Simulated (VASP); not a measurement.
Set up this calculation in VASP 6.6.1, as the native input.

* Task: single point
* Functional: PBEsol
* Potentials or basis: VASP PAW PBE potentials, release 64 (Li_sv, Br)
* Cutoff: 750 eV
* k mesh: 8 × 8 × 8
* Occupations: gaussian, width 0.02 eV
* Spin: no spin polarisation
* Dipole correction: no
* Further INCAR settings: ALGO = Normal; EDIFF = 1e-06; NBANDS = 12

The structure of LiBr lies in POSCAR:

```
LiBr
1.0
    0.0000000000      2.4648266931      2.4648266931
    2.4648266931      0.0000000000      2.4648266931
    2.4648266931      2.4648266931      0.0000000000
Li Br
1 1
Direct
    0.0000000000      0.0000000000      0.0000000000
    0.5000000000      0.5000000000      0.5000000000
```

One way to write it, as run:

INCAR

```
SYSTEM = LiBr
PREC = Accurate
ENCUT = 750
EDIFF = 1E-6
ISMEAR = 0
SIGMA = 0.02
LREAL = .False.
LASPH = .True.
NELM = 120
ALGO = Normal
ISIF = 2
LWAVE = .False.
LCHARG = .True.
GGA = PS
LELF = .True.
LVHAR = .True.
NBANDS = 12
GGA_COMPAT = .False.
```

KPOINTS

```
regular mesh
0
Gamma
  8 8 8
  0 0 0
```

Potentials or basis: VASP PAW PBE potentials, release 64 (Li_sv, Br).

The run is started by

```console
$ cat potpaw_PBE.64/Li_sv/POTCAR potpaw_PBE.64/Br/POTCAR > POTCAR
$ mpirun -np 1 vasp_std > vasp.out
```

Results of the run:

- Pressure: 14.9 GPa
- Band gap on the k mesh: 5.56 eV, indirect (least direct gap 6.02 eV)

Caveat: the PAW data sets were made with another functional, which shifts forces and pressure a little.

It used 53 s of CPU time on 1 thread of AMD EPYC 7R13 Processor (Zen 3) (shared host).
